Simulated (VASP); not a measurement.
Here is a VASP 6.6.1 calculation.

INCAR

```
SYSTEM = CsMn
PREC = Accurate ; ENCUT = 680
EDIFF = 1E-6 ; ISMEAR = 0
SIGMA = 0.1 ; LREAL = .FALSE.
LASPH = .TRUE. ; NELM = 200
ALGO = Normal ; ISIF = 2
LWAVE = .FALSE. ; LCHARG = .FALSE.
ISPIN = 2 ; MAGMOM = 0 4.61
LORBIT = 11 ; LMAXMIX = 4
GGA = PE ; NBANDS = 23
GGA_COMPAT = .FALSE.
```

File KPOINTS:

```
regular mesh
0
G
  4 4 4
  0 0 0
```

Contents of POSCAR:

```
CsMn
1.0
    4.5692735934      0.0000000000      0.0000000000
    0.0000000000      4.5692735934      0.0000000000
    0.0000000000      0.0000000000      4.5692735934
Cs Mn
1 1
Direct
    0.0000000000      0.0000000000      0.0000000000
    0.5000000000      0.5000000000      0.5000000000
```

Potentials or basis: VASP PAW PBE potentials, release 64 (Cs_sv, Mn_sv).

Launch:

```bash
$ cat potpaw_PBE.64/Cs_sv/POTCAR potpaw_PBE.64/Mn_sv/POTCAR > POTCAR
$ mpirun -np 1 vasp_std > vasp.out
```

(1) Estimate the net moment.

(2) What does it give for the pressure?

## Answers

(1) 4.53 μB per cell.

(2) -0.1 GPa.
